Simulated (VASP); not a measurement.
# CaSe (P6_3/mmc) in VASP: settings compared

The runs below take CaSe through relaxation of cell and atoms, single point, with r2SCAN, LDA, PBEsol, PBE.

Everything below comes from runs of VASP 6.6.1. Logs are shortened: lines on timing, memory, paths and dates and some standing lists are left out, and cuts for length are marked.

## (1) The cell of the first run

Symmetry: P6_3/mmc, No. 194, hexagonal system. Conventional cell: a = 5.030 Å, b = 5.030 Å, c = 5.895 Å, α = 90.00°, β = 90.00°, γ = 120.00°. Within 3.8 Å of Ca (site symmetry -6m2) lie 5 Se at 2.90 to 2.95 Å. Within 3.8 Å of Se (site symmetry -6m2) lie 5 Ca at 2.90 to 2.95 Å.

## (2) Relaxation of cell and atoms, r2SCAN

POSCAR reads:

```
CaSe
1.0
    5.0298508884      0.0000000000      0.0000000000
   -2.5149254442      4.3559786466      0.0000000000
    0.0000000000      0.0000000000      5.8947454230
Ca Se
2 2
Direct
    0.3333333333      0.6666666667      0.2500000000
    0.6666666667      0.3333333333      0.7500000000
    0.6666666667      0.3333333333      0.2500000000
    0.3333333333      0.6666666667      0.7500000000
```

INCAR.step1 reads:

```
ALGO = Normal ; EDIFF = 1E-4
ENCUT = 600 ; GGA = PE
ISMEAR = -1 ; LASPH = T
LCHARG = F ; LREAL = F
LWAVE = T ; NELM = 80
PREC = Accurate ; SIGMA = 0.02
```

INCAR.step2 reads:

```
ALGO = Normal ; EDIFF = 1E-6
EDIFFG = -0.005 ; ENCUT = 600
IBRION = 2 ; ISIF = 3
ISMEAR = -1 ; ISTART = 1
LASPH = T ; LCHARG = F
LMIXTAU = T ; LREAL = F
LWAVE = F ; METAGGA = R2SCAN
NELM = 80 ; NSW = 80
PREC = Accurate ; SIGMA = 0.02
```

KPOINTS reads:

```
k-points
0
Gamma
  6 6 4
```

Potentials or basis: VASP PAW PBE potentials, release 64 (Ca_sv, Se).

Command:

```
$ cat potpaw_PBE.64/Ca_sv/POTCAR potpaw_PBE.64/Se/POTCAR > POTCAR
$ cp INCAR.step1 INCAR
$ mpirun -np 1 vasp_std > vasp.out
$ cp INCAR.step2 INCAR
$ mpirun -np 1 vasp_std > vasp.out
```

OUTCAR:

```text
EDIFF = 1E-6
   EDIFFG = -0.005
   ENCUT = 600
   IBRION = 2
   ISIF = 3
   ISMEAR = -1
   ISTART = 1
   LASPH = T
   LREAL = F
   METAGGA = R2SCAN
   NELM = 80
   NSW = 80
   PREC = Accurate

 ion  position               nearest neighbor table
   1  0.333  0.667  0.250-   3 2.90   3 2.90   3 2.90   4 2.95   4 2.95
   2  0.667  0.333  0.750-   4 2.90   4 2.90   4 2.90   3 2.95   3 2.95
   3  0.667  0.333  0.250-   1 2.90   1 2.90   1 2.90   2 2.95   2 2.95
   4  0.333  0.667  0.750-   2 2.90   2 2.90   2 2.90   1 2.95   1 2.95

  LATTYP: Found a hexagonal cell.
 ALAT       =     5.0298508884
 C/A-ratio  =     1.1719523210

  Lattice vectors:

 A1 = (   5.0298508884,   0.0000000000,   0.0000000000)
 A2 = (  -2.5149254442,   4.3559786466,   0.0000000000)
 A3 = (   0.0000000000,   0.0000000000,   5.8947454230)

Analysis of symmetry for initial positions (statically):
=====================================================================
 Subroutine PRICEL returns:
 Original cell was already a primitive cell.

 Routine SETGRP: Setting up the symmetry group for a
 hexagonal supercell.

 Subroutine GETGRP returns: Found 24 space group operations
 (whereof 12 operations were pure point group operations)
 out of a pool of 24 trial point group operations.

The static configuration has the point symmetry D_3d.
 The point group associated with its full space group is D_6h.

Analysis of symmetry for dynamics (positions and initial velocities):
=====================================================================
 Subroutine PRICEL returns:
 Original cell was already a primitive cell.

 Routine SETGRP: Setting up the symmetry group for a
 hexagonal supercell.

 Subroutine GETGRP returns: Found 24 space group operations
 (whereof 12 operations were pure point group operations)
 out of a pool of 24 trial point group operations.

The dynamic configuration has the point symmetry D_3d.
 The point group associated with its full space group is D_6h.

 Subroutine INISYM returns: Found 24 space group operations
 (whereof 12 operations are pure point group operations),
 and found     1 'primitive' translations

----------------------------------------------------------------------------------------

                                     Primitive cell

  volume of cell :     129.1534

  direct lattice vectors                    reciprocal lattice vectors
     5.029850888  0.000000000  0.000000000     0.198813051  0.114784768  0.000000000
    -2.514925444  4.355978647  0.000000000     0.000000000  0.229569537  0.000000000
     0.000000000  0.000000000  5.894745423     0.000000000  0.000000000  0.169642610

  length of vectors
     5.029850888  5.029850888  5.894745423     0.229569537  0.229569537  0.169642610

  position of ions in fractional coordinates (direct lattice)
     0.333333333  0.666666667  0.250000000
     0.666666667  0.333333333  0.750000000
     0.666666667  0.333333333  0.250000000
     0.333333333  0.666666667  0.750000000

  ion indices of the primitive-cell ions
   primitive index   ion index
                 1           1
                 2           2
                 3           3
                 4           4

----------------------------------------------------------------------------------------

 KPOINTS: k-points

Automatic generation of k-mesh.
 Grid dimensions read from file:
 generate k-points for:    6    6    4

 Generating k-lattice:

  Cartesian coordinates                     Fractional coordinates (reciprocal lattice)
     0.033135508  0.019130795  0.000000000     0.166666667  0.000000000  0.000000000
     0.000000000  0.038261589  0.000000000     0.000000000  0.166666667  0.000000000
     0.000000000  0.000000000  0.042410653     0.000000000  0.000000000  0.250000000

  Length of vectors
     0.038261589  0.038261589  0.042410653

  Shift w.r.t. Gamma in fractional coordinates (k-lattice)
     0.000000000  0.000000000  0.000000000

 Subroutine IBZKPT returns following result:
 ===========================================

 Found     21 irreducible k-points:

 Following reciprocal coordinates:
            Coordinates               Weight
  0.000000  0.000000  0.000000      1.000000
  0.166667  0.000000  0.000000      6.000000
  0.333333  0.000000  0.000000      6.000000
  0.500000  0.000000  0.000000      3.000000
  0.166667  0.166667  0.000000      6.000000
  0.333333  0.166667  0.000000     12.000000
[... 13 lines left out ...]
  0.333333  0.166667  0.500000     12.000000
  0.333333  0.333333  0.500000      2.000000
   k-points           NKPTS =     21   k-points in BZ     NKDIM =     21   number of bands    NBANDS=     20
   number of dos      NEDOS =    301   number of ions     NIONS =      4
   total plane-waves  NPLWV =  76800
   dimension x,y,z NGX =    40 NGY =   40 NGZ =   48
   dimension x,y,z NGXF=    80 NGYF=   80 NGZF=   96
   ions per type =               2   2
   NGX,Y,Z   is equivalent  to a cutoff of  13.22, 13.22, 13.54 a.u.
   NGXF,Y,Z  is equivalent  to a cutoff of  26.44, 26.44, 27.07 a.u.
 SYSTEM =  unknown system
   PREC   = accura    normal or accurate (medium, high low for compatibility)
   ISTART =      1    job   : 0-new  1-cont  2-samecut
   ICHARG =      0    charge: 1-file 2-atom 10-const
   ISPIN  =      1    spin polarized calculation?
   LNONCOLLINEAR =      F non collinear calculations
   LSORBIT =      F    spin-orbit coupling
   LASPH  =      T    aspherical Exc in radial PAW
   ENCUT  =  600.0 eV  44.10 Ry    6.64 a.u.  10.05 10.05 11.77*2*pi/ulx,y,z
   NELM   =     80;   NELMIN=  2; NELMDL=  0     # of ELM steps
   EDIFF  = 0.1E-05   stopping-criterion for ELM
   LREAL  =      F    real-space projection
   EDIFFG = -.5E-02   stopping-criterion for IOM
   NSW    =     80    number of steps for IOM
   IBRION =      2    ionic relax: 0-MD 1-quasi-New 2-CG
   NFREE  =      1    steps in history (QN), initial steepest desc. (CG)
   ISIF   =      3    stress and relaxation
   ISYM   =      2    0-nonsym 1-usesym 2-fastsym
   POTIM  = 0.5000    time-step for ionic-motion
   TEBEG  =    0.0;   TEEND  =   0.0 temperature during run
   PSTRESS=    0.0 pullay stress
   NELECT =      32.0000    total number of electrons
   NUPDOWN=      -1.0000    fix difference up-down
   EMIN   =  10.00;   EMAX   =-10.00  energy-range for DOS
   EFERMI =   0.00;   METHOD = LEGACY
   ISMEAR =    -1;   SIGMA  =   0.02  broadening in eV -4-tet -1-fermi 0-gaus
   EFERMI_NEDOS =   21; number of points for ismear=-14 and -15
   IALGO  =     38    algorithm
   IMIX   =      4    mixing-type and parameters
     AMIX     =   0.40;   BMIX     =  1.00
     AMIX_MAG =   1.60;   BMIX_MAG =  1.00
  volume/ion in A,a.u.               =      32.29       217.89
  Fermi-wavevector in a.u.,A,eV,Ry     =   1.028228  1.943070 14.384804  1.057253
  Thomas-Fermi vector in A             =   2.162214
   LORBIT       =      0    0 simple, 1 ext, 2 COOP (PROOUT), +10 PAW based schemes
   METAGGA = R2SCAN    functional components
   LHFCALC =     F    Hartree Fock is set to
   AEXX    =    0.0000 exact exchange contribution
   IVDW    =     0    specifies the selected vdW correction
   LEPSILON=     F    determine dielectric tensor
   LRPA    =     F    only Hartree local field effects (RPA)
 conjugate gradient relaxation of ions
 non-spin polarized calculation
  energy-cutoff  :      600.00
  volume of cell :      129.15
 maximum number of plane-waves:      4336
   NGX = 21   NGY = 21   NGZ = 23

--------------------------------------- Ionic step        1  -------------------------------------------

 number of electron      32.0000001 magnetization

 Free energy of the ion-electron system (eV)
  ---------------------------------------------------
  ext. energy  EPLUGINS =         0.00000000
  ---------------------------------------------------
  free energy    TOTEN  =       -51.36597286 eV

  energy without entropy =      -51.36597286  energy(sigma->0) =      -51.36597286

------------------------ aborting loop because EDIFF is reached ----------------------------------------

  FORCE on cell =-STRESS in cart. coord.  units (eV):
  Direction    XX          YY          ZZ          XY          YZ          ZX
  --------------------------------------------------------------------------------------
  -------------------------------------------------------------------------------------
  Total       -0.2667719     -0.2667719     -0.2129150      0.0000000      0.0000000      0.0000000
  in kB       -3.3093653     -3.3093653     -2.6412584      0.0000000      0.0000000      0.0000000
  external PRESSURE =      -3.0866630 kB  Pullay stress =       0.0000000 kB

 VOLUME and BASIS-vectors are now :
 -----------------------------------------------------------------------------
  energy-cutoff  :      600.00
  volume of cell :      129.15
      direct lattice vectors                 reciprocal lattice vectors
     5.029850888  0.000000000  0.000000000     0.198813051  0.114784768  0.000000000
    -2.514925444  4.355978647  0.000000000     0.000000000  0.229569537  0.000000000
     0.000000000  0.000000000  5.894745423     0.000000000  0.000000000  0.169642610
[... 115 lines left out ...]
 POSITION                                       TOTAL-FORCE (eV/Angst)
 -----------------------------------------------------------------------------------
     -0.00000      2.89597      1.47044        -0.000000      0.000000      0.000000
      2.50798      1.44798      4.41132         0.000000      0.000000      0.000000
      2.50798      1.44798      1.47044         0.000000      0.000000      0.000000
     -0.00000      2.89597      4.41132        -0.000000     -0.000000      0.000000
 -----------------------------------------------------------------------------------
    total drift:                                0.000000     -0.000000      0.000000

  FREE ENERGIE OF THE ION-ELECTRON SYSTEM (eV)
  ---------------------------------------------------
  free  energy   TOTEN  =       -51.3669715927 eV

  energy  without entropy=      -51.3669715927  energy(sigma->0) =      -51.36697159

--------------------------------------- Ionic step        5  -------------------------------------------

 number of electron      32.0000002 magnetization

 Free energy of the ion-electron system (eV)
  ---------------------------------------------------
  ext. energy  EPLUGINS =         0.00000000
  ---------------------------------------------------
  free energy    TOTEN  =       -51.36699028 eV

  energy without entropy =      -51.36699028  energy(sigma->0) =      -51.36699028

 E-fermi :   1.3764     XC(G=0):  -8.4272

 val. band max:        0.8790771491   @ k =   0.0000   0.0000   0.0000
 cond. band min:       3.7817135101   @ k =   0.3333   0.3333   0.0000
 fundamental gap:      2.9026363610
 Fermi energy:         1.3764208629

 k-point     1 :       0.0000    0.0000    0.0000
  band No.  band energies     occupation
      1     -40.5799      2.00000
      2     -40.5718      2.00000
      3     -20.7432      2.00000
      4     -20.7431      2.00000
      5     -20.7387      2.00000
      6     -20.7150      2.00000
[... 12 lines left out ...]
     19       4.9758      0.00000
     20       5.8137      0.00000
[... 480 lines left out ...]
 POSITION                                       TOTAL-FORCE (eV/Angst)
 -----------------------------------------------------------------------------------
     -0.00000      2.89523      1.47115         0.000000      0.000000      0.000000
      2.50734      1.44761      4.41346        -0.000000     -0.000000      0.000000
      2.50734      1.44761      1.47115        -0.000000      0.000000      0.000000
     -0.00000      2.89523      4.41346         0.000000     -0.000000      0.000000
 -----------------------------------------------------------------------------------
    total drift:                                0.000000     -0.000000      0.000000

  FREE ENERGIE OF THE ION-ELECTRON SYSTEM (eV)
  ---------------------------------------------------
  free  energy   TOTEN  =       -51.3669902771 eV

  energy  without entropy=      -51.3669902771  energy(sigma->0) =      -51.36699028

 reached required accuracy - stopping structural energy minimisation
```

Wall time 8.2 min (1 thread of Intel Xeon Platinum 8559C (Emerald Rapids), shared host); peak memory 0.33 GiB.

Results:

```yaml
Free_energy: -51.3670 eV
Relaxed_volume: 32.04 Å³/atom
Relaxed_cell: a = 5.015 Å, b = 5.015 Å, c = 5.885 Å, α = 90.00°, β = 90.00°, γ = 120.00°
Space_group_after_relaxing_to_0.1_Å: P6_3/mmc (No. 194)
Energy_gained_by_relaxing: 0.3 meV/atom
Ionic_steps: 5
Pressure_after_relaxing: 0.0 GPa
Band_gap_on_the_k_mesh: 2.90 eV (least direct gap 3.03 eV)
```

The path:
| step | energy change (eV) | largest force (eV/Å) | pressure (GPa) | volume (Å³) |
| --- | --- | --- | --- | --- |
| 1 | 0.0000 | 0.0000 | -0.31 | 129.15 |
| 2 | -0.0010 | 0.0000 | 0.05 | 127.99 |
| 3 | -0.0010 | 0.0000 | 0.01 | 128.14 |
| 4 | -0.0010 | 0.0000 | -0.01 | 128.16 |
| 5 | -0.0010 | 0.0000 | 0.00 | 128.16 |

Final structure:
```
Ca Se
1.0
     5.01468    0.00000    0.00000
    -2.50734    4.34284    0.00000
     0.00000    0.00000    5.88461
Ca Se
2 2
Direct
  0.33333 0.66667 0.25000
  0.66667 0.33333 0.75000
  0.66667 0.33333 0.25000
  0.33333 0.66667 0.75000
```

Caveat: the PAW data sets were made with another functional, which shifts forces and pressure a little.

(Part 1 of 2 ends here.)
